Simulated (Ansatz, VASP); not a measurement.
One calculation of Be2C, two programs

```
Be C
1.0
     0.00000    2.23410    2.23410
     2.23410    0.00000    2.23410
     2.23410    2.23410    0.00000
Be C
2 1
Cartesian
  1.1171 1.1171 1.1171
  3.3512 3.3512 3.3512
  0.0000 0.0000 0.0000
```

Alike in both runs: task single point; functional PBE; k mesh 12 × 12 × 12; occupations gaussian, width 0.02 eV; no spin polarisation.

```csv
,VASP,Ansatz
version,VASP 6.6.1,Ansatz 0.2.0
potentials or method,"VASP PAW PBE potentials, release 64 (Be, C), cutoff 600 eV","scalar-relativistic, plane waves, PAW"
valence electrons in the cell,8,8
```

```csv
,VASP,Ansatz,Ansatz less VASP
gap on the k mesh at the Fermi level (eV),1.11,1.12,+0.010
least direct gap on the mesh (eV),3.95,3.95,+0.006
pressure (GPa),-16.1,-16.3,-0.20
```
